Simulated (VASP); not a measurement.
Runs of VASP 6.6.1 on LiCl. The structure is that of space group F-43m (No. 216), or close to it. The cells are those of the table. 

```csv
cell,gap on the mesh (eV)
"a = 3.865 Å, angles 60.0°, 2 atoms",(b)
"a = 3.941 Å, angles 60.0°, 2 atoms",6.55
"a = 3.903 Å, angles 60.0°, 2 atoms",(a)
"a = 3.786 Å, angles 60.0°, 2 atoms",7.01
"a = 3.826 Å, angles 60.0°, 2 atoms",6.89
```

Alike in all rows: task single point; level r2SCAN; potentials or basis VASP PAW PBE potentials, release 64 (Li_sv, Cl); no spin polarisation; k mesh 6 × 6 × 6; cutoff (eV) 520; smearing gaussian 0.01 eV.

Fill in the values left out.

(a) 6.66; (b) 6.77.

A k mesh can miss the band edges.
